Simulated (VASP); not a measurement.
# Br (P-1) in VASP: notebook

Runs on Br. Level: BLYP. Tasks: single point.

All numbers are computed with VASP 6.6.1; they aren't measurements. Logs are shortened: lines on timing, memory, paths and dates and some standing lists are left out, and cuts for length are marked.

### 1 The cell of the first run

The typed cell holds 1 atom: a = 4.034 Å, b = 4.070 Å, c = 4.083 Å, α = 138.81°, β = 138.32°, γ = 60.40°.

### 2 Single point, BLYP

The input, INCAR:

```
PREC     = Accurate       # precision mode
ENCUT    = 520            # plane-wave cutoff, eV
EDIFF    = 1E-6           # SCF threshold, eV
ISMEAR   = -5             # smearing method
SIGMA    = 0.05           # smearing width, eV
LREAL    = False          # projectors in reciprocal space
LASPH    = True           # aspherical terms in the spheres
NELM     = 80             # most SCF steps
ALGO     = Normal         # electronic algorithm
ISIF     = 2              # what is computed and relaxed
LWAVE    = False          # write WAVECAR
LCHARG   = False          # write CHGCAR
GGA      = B5             # functional
ALDAX    = 1.0          
AGGAX    = 1.0          
AGGAC    = 1.0          
ALDAC    = 0.0          
NBANDS   = 10             # bands
```

The input, KPOINTS:

```
Automatic mesh
0
Gamma
  13 13 13
```

The input, POSCAR:

```
Br
1.0
   -1.4484380000      1.4082790000      3.4913400000
    1.4242230000     -1.4841630000      3.5118990000
    1.4437600000      1.4794840000     -3.5215340000
Br
1
Direct
    0.0000000000      0.0000000000      0.0000000000
```

Potentials or basis: VASP PAW PBE potentials, release 64 (Br).

Run with:

```console
cat potpaw_PBE.64/Br/POTCAR > POTCAR
mpirun -np 1 vasp_std > vasp.out
```

OUTCAR:

```text
PREC = Accurate
   ENCUT = 520
   EDIFF = 1E-6
   ISMEAR = -5
   LREAL = False
   LASPH = True
   NELM = 80
   ISIF = 2
   GGA = B5

 ion  position               nearest neighbor table
   1  0.000  0.000  0.000-

  LATTYP: Found a triclinic cell.
 ALAT       =     4.0336927718
 B/A-ratio  =     0.7110117610
 C/A-ratio  =     0.7159505693
 COS(alpha) =     0.0032160703
 COS(beta)  =     0.3406416013
 COS(gamma) =     0.3625597201

  Lattice vectors:

 A1 = (   1.4484380000,  -1.4082790000,  -3.4913400000)
 A2 = (   2.8679830000,  -0.0046790000,  -0.0096350000)
 A3 = (   0.0046780000,  -2.8877630000,   0.0301940000)

Analysis of symmetry for initial positions (statically):
=====================================================================
 Subroutine PRICEL returns:
 Original cell was already a primitive cell.

 Routine SETGRP: Setting up the symmetry group for a
 triclinic supercell.

 Subroutine GETGRP returns: Found  2 space group operations
 (whereof  2 operations were pure point group operations)
 out of a pool of  2 trial point group operations.

The static configuration has the point symmetry S_2 .

Analysis of symmetry for dynamics (positions and initial velocities):
=====================================================================
 Subroutine PRICEL returns:
 Original cell was already a primitive cell.

 Routine SETGRP: Setting up the symmetry group for a
 triclinic supercell.

 Subroutine GETGRP returns: Found  2 space group operations
 (whereof  2 operations were pure point group operations)
 out of a pool of  2 trial point group operations.

The dynamic configuration has the point symmetry S_2 .

 Subroutine INISYM returns: Found  2 space group operations
 (whereof  2 operations are pure point group operations),
 and found     1 'primitive' translations

----------------------------------------------------------------------------------------

                                     Primitive cell

  volume of cell :      28.9969

  direct lattice vectors                    reciprocal lattice vectors
    -1.448438000  1.408279000  3.491340000     0.001059840  0.347822969  0.146563592
     1.424223000 -1.484163000  3.511899000     0.349164320  0.002071484  0.144020818
     1.443760000  1.479484000 -3.521534000     0.349259751  0.346906515  0.004966556

  length of vectors
     4.033692772  4.069961370  4.083444325     0.377442482  0.377706247  0.492291753

  position of ions in fractional coordinates (direct lattice)
     0.000000000  0.000000000  0.000000000

  ion indices of the primitive-cell ions
   primitive index   ion index
                 1           1

----------------------------------------------------------------------------------------

 KPOINTS: Automatic mesh

Automatic generation of k-mesh.
 Grid dimensions read from file:
 generate k-points for:   13   13   13

 Generating k-lattice:

  Cartesian coordinates                     Fractional coordinates (reciprocal lattice)
     0.000081526  0.026755613  0.011274122     0.076923077  0.000000000  0.000000000
     0.026858794  0.000159345  0.011078524    -0.000000000  0.076923077  0.000000000
     0.026866135  0.026685117  0.000382043     0.000000000 -0.000000000  0.076923077

  Length of vectors
     0.029034037  0.029054327  0.037868596

  Shift w.r.t. Gamma in fractional coordinates (k-lattice)
     0.000000000  0.000000000  0.000000000

 TETIRR: Found   6588 inequivalent tetrahedra from    13182

 Subroutine IBZKPT returns following result:
 ===========================================

 Found   1099 irreducible k-points:

 Following reciprocal coordinates:
            Coordinates               Weight
  0.000000  0.000000  0.000000      1.000000
  0.076923  0.000000  0.000000      2.000000
  0.153846 -0.000000  0.000000      2.000000
  0.230769  0.000000  0.000000      2.000000
  0.307692 -0.000000  0.000000      2.000000
  0.384615  0.000000  0.000000      2.000000
[... 16 lines left out ...]
  0.153846  0.153846  0.000000      2.000000
  0.230769  0.153846 -0.000000      2.000000
 [... further k-points ...]
   k-points           NKPTS =   1099   k-points in BZ     NKDIM =   1099   number of bands    NBANDS=     10
   number of dos      NEDOS =    301   number of ions     NIONS =      1
   total plane-waves  NPLWV =  27000
   dimension x,y,z NGX =    30 NGY =   30 NGZ =   30
   dimension x,y,z NGXF=    60 NGYF=   60 NGZF=   60
   ions per type =               1
   NGX,Y,Z   is equivalent  to a cutoff of  12.36, 12.25, 12.21 a.u.
   NGXF,Y,Z  is equivalent  to a cutoff of  24.73, 24.51, 24.43 a.u.
 SYSTEM =  unknown system
   PREC   = accura    normal or accurate (medium, high low for compatibility)
   ISTART =      0    job   : 0-new  1-cont  2-samecut
   ICHARG =      2    charge: 1-file 2-atom 10-const
   ISPIN  =      1    spin polarized calculation?
   LNONCOLLINEAR =      F non collinear calculations
   LSORBIT =      F    spin-orbit coupling
   LASPH  =      T    aspherical Exc in radial PAW
   ENCUT  =  520.0 eV  38.22 Ry    6.18 a.u.   7.50  7.57  7.59*2*pi/ulx,y,z
   NELM   =     80;   NELMIN=  2; NELMDL= -5     # of ELM steps
   EDIFF  = 0.1E-05   stopping-criterion for ELM
   LREAL  =      F    real-space projection
   EDIFFG = 0.1E-04   stopping-criterion for IOM
   NSW    =      0    number of steps for IOM
   IBRION =     -1    ionic relax: 0-MD 1-quasi-New 2-CG
   NFREE  =      0    steps in history (QN), initial steepest desc. (CG)
   ISIF   =      2    stress and relaxation
   ISYM   =      2    0-nonsym 1-usesym 2-fastsym
   POTIM  = 0.5000    time-step for ionic-motion
   TEBEG  =    0.0;   TEEND  =   0.0 temperature during run
   PSTRESS=    0.0 pullay stress
   NELECT =       7.0000    total number of electrons
   NUPDOWN=      -1.0000    fix difference up-down
   EMIN   =  10.00;   EMAX   =-10.00  energy-range for DOS
   EFERMI =   0.00;   METHOD = LEGACY
   ISMEAR =    -5;   SIGMA  =   0.05  broadening in eV -4-tet -1-fermi 0-gaus
   EFERMI_NEDOS =   21; number of points for ismear=-14 and -15
   IALGO  =     38    algorithm
   IMIX   =      4    mixing-type and parameters
     AMIX     =   0.40;   BMIX     =  1.00
     AMIX_MAG =   1.60;   BMIX_MAG =  1.00
  volume/ion in A,a.u.               =      29.00       195.68
  Fermi-wavevector in a.u.,A,eV,Ry     =   1.019351  1.926294 14.137486  1.039076
  Thomas-Fermi vector in A             =   2.152860
   LORBIT       =      0    0 simple, 1 ext, 2 COOP (PROOUT), +10 PAW based schemes
   GGA     = B5    functional components
   LHFCALC =     F    Hartree Fock is set to
   AEXX    =    0.0000 exact exchange contribution
   IVDW    =     0    specifies the selected vdW correction
   LEPSILON=     F    determine dielectric tensor
   LRPA    =     F    only Hartree local field effects (RPA)
 non-spin polarized calculation
 Fermi weights with tetrahedron method with Bloechl corrections
  energy-cutoff  :      520.00
  volume of cell :       29.00
 maximum number of plane-waves:       799
 NGX is ok and might be reduce to    30
   NGX = 15   NGY = 15   NGZ = 15

 number of electron       7.0000000 magnetization

 Free energy of the ion-electron system (eV)
  ---------------------------------------------------
  ext. energy  EPLUGINS =         0.00000000
  ---------------------------------------------------
  free energy    TOTEN  =        -1.11409584 eV

  energy without entropy =       -1.11409584  energy(sigma->0) =       -1.11409584

 E-fermi :   1.6313     XC(G=0):  -8.2184

 val. band max:        1.8771641658   @ k =  -0.3846  -0.2308   0.3077
 cond. band min:       1.6825720243   @ k =  -0.3077   0.3846   0.1538
 fundamental gap:     -0.1945921415
 Fermi energy:         1.6313225524

 k-point     1 :       0.0000    0.0000    0.0000
  band No.  band energies     occupation
      1     -14.3862      2.00000
      2      -0.3071      2.00000
      3       2.5034      0.00000
      4       2.6297      0.00000
      5       7.4666      0.00000
      6      11.7536      0.00000
      7      12.2332      0.00000
      8      17.2658      0.00000
      9      17.4518      0.00000
     10      18.3836      0.00000

 k-point     2 :       0.0769    0.0000    0.0000
  band No.  band energies     occupation
      1     -14.3169      2.00000
      2      -0.3176      2.00000
      3       1.9439      0.38886
      4       2.6689      0.00000
      5       7.7124      0.00000
      6      12.0365      0.00000
      7      12.6915      0.00000
      8      15.6231      0.00000
      9      17.5715      0.00000
     10      19.2838      0.00000

 k-point     3 :       0.1538   -0.0000    0.0000
  band No.  band energies     occupation
      1     -14.1165      2.00000
      2      -0.3504      2.00000
      3       0.6845      2.10370
      4       2.7807      0.00000
      5       8.3045      0.00000
      6      12.2808      0.00000
      7      13.6742      0.00000
      8      14.4119      0.00000
      9      17.9209      0.00000
     10      19.8969      0.00000

 k-point     4 :       0.2308    0.0000    0.0000
  band No.  band energies     occupation
      1     -13.8094      2.00000
      2      -0.8712      2.00000
      3      -0.2461      2.00000
      4       2.9459      0.00000
      5       8.9607      0.00000
      6      12.2743      0.00000
      7      12.6965      0.00000
      8      16.5236      0.00000
      9      18.4248      0.00000
     10      19.7405      0.00000
[... 222 lines left out ...]
 k-point    22 :       0.0769    0.1538   -0.0000
  band No.  band energies     occupation
      1     -14.0245      2.00000
      2      -0.4917      2.00000
      3       0.7969      2.07502
      4       2.1145      0.13897
      5       8.7420      0.00000
      6      12.7831      0.00000
      7      13.9375      0.00000
      8      14.7952      0.00000
      9      16.2612      0.00000
     10      20.1870      0.00000

 k-point    23 :       0.1538    0.1538    0.0000
  band No.  band energies     occupation
      1     -13.8140      2.00000
      2      -0.6065      2.00000
      3       0.8713      2.03042
      4       0.9344      1.99651
      5       9.3854      0.00000
      6      13.8894      0.00000
      7      14.2429      0.00000
      8      14.8854      0.00000
      9      15.3440      0.00000
     10      18.7050      0.00000

 k-point    24 :       0.2308    0.1538   -0.0000
  band No.  band energies     occupation
      1     -13.5035      2.00000
      2      -0.8648      2.00000
      3      -0.2999      2.00000
      4       1.1240      1.86062
      5       9.8318      0.00000
      6      13.3636      0.00000
      7      14.2196      0.00000
      8      15.8431      0.00000
      9      16.3476      0.00000
     10      18.0829      0.00000

 [... further k-points ...]

------------------------ aborting loop because EDIFF is reached ----------------------------------------

  FORCE on cell =-STRESS in cart. coord.  units (eV):
  Direction    XX          YY          ZZ          XY          YZ          ZX
  --------------------------------------------------------------------------------------
  -------------------------------------------------------------------------------------
  Total        0.4959823      0.7133099      0.6414923     -0.0083232      0.0169512      0.0063517
  in kB       27.4047031     39.4127913     35.4446248     -0.4598848      0.9366111      0.3509546
  external PRESSURE =      34.0873731 kB  Pullay stress =       0.0000000 kB

 VOLUME and BASIS-vectors are now :
 -----------------------------------------------------------------------------
  energy-cutoff  :      520.00
  volume of cell :       29.00
      direct lattice vectors                 reciprocal lattice vectors
    -1.448438000  1.408279000  3.491340000     0.001059840  0.347822969  0.146563592
     1.424223000 -1.484163000  3.511899000     0.349164320  0.002071484  0.144020818
     1.443760000  1.479484000 -3.521534000     0.349259751  0.346906515  0.004966556

 POSITION                                       TOTAL-FORCE (eV/Angst)
 -----------------------------------------------------------------------------------
      0.00000      0.00000      0.00000         0.000000      0.000000     -0.000000
 -----------------------------------------------------------------------------------
    total drift:                                0.000000      0.000000     -0.000000

  FREE ENERGIE OF THE ION-ELECTRON SYSTEM (eV)
  ---------------------------------------------------
  free  energy   TOTEN  =        -1.1140958441 eV

  energy  without entropy=       -1.1140958441  energy(sigma->0) =       -1.11409584
```

It took 2.6 min on 1 thread of Intel Xeon 6975P-C (Granite Rapids), shared host; peak memory 0.42 GiB.

Results:

| Quantity | Value |
| --- | --- |
| Free energy | -1.1141 eV |
| Pressure | 3.4 GPa |

Caveat: the PAW data sets were made with another functional, which shifts forces and pressure a little; an odd number of electrons without spin polarisation forces a metal; a magnetic or distorted state may lie lower; tetrahedron occupations give inexact forces and stress in metals.

### 3 Single point, BLYP (volume scaled by 1.02)

The input, INCAR:

```
SYSTEM = Br
PREC = Accurate
ENCUT = 520
EDIFF = 1E-7
ISMEAR = -5
SIGMA = 0.05
LREAL = .FALSE.
LASPH = .TRUE.
NELM = 60
ALGO = Normal
ISIF = 2
LWAVE = .FALSE.
LCHARG = .TRUE.
GGA = B5
ALDAX = 1.0
AGGAX = 1.0
AGGAC = 1.0
ALDAC = 0.0
LELF = .TRUE.
LVHAR = .TRUE.
NBANDS = 10
```

The input, KPOINTS:

```
regular mesh
0
G
  13 13 13
  0 0 0
```

The input, POSCAR:

```
Br
1.0
   -1.4580305842      1.4176056228      3.5144621308
    1.4336552153     -1.4939921805      3.5351572871
    1.4533216032      1.4892821928     -3.5448560969
Br
1
Direct
    0.0000000000      0.0000000000      0.0000000000
```

Potentials or basis: VASP PAW PBE potentials, release 64 (Br).

Run with:

```console
cat potpaw_PBE.64/Br/POTCAR > POTCAR
mpirun -np 1 vasp_std > vasp.out
```

Run time: 3.1 min. Hardware: 1 thread of Intel Xeon 6975P-C (Granite Rapids), shared host; peak memory 0.43 GiB.

It converged, with:

```
Free energy : -1.1250 eV
Pressure    : 2.6 GPa
```

Stress tensor (GPa, compression positive):
```
 1.70 -0.04  0.03
-0.04  2.86  0.09
 0.03  0.09  3.28
```

Levels at points of the mesh, in eV from the Fermi level:
| k point | band 1 | band 2 | band 3 | band 4 | band 5 | band 6 | band 7 | band 8 |
| --- | --- | --- | --- | --- | --- | --- | --- | --- |
| (0.00, 0.00, 0.00) | -15.88 | -1.87 | 0.85 | 0.97 | 5.86 | 10.16 | 10.56 | 15.59 |

Caveat: the PAW data sets were made with another functional, which shifts forces and pressure a little; an odd number of electrons without spin polarisation forces a metal; a magnetic or distorted state may lie lower; tetrahedron occupations give inexact forces and stress in metals.
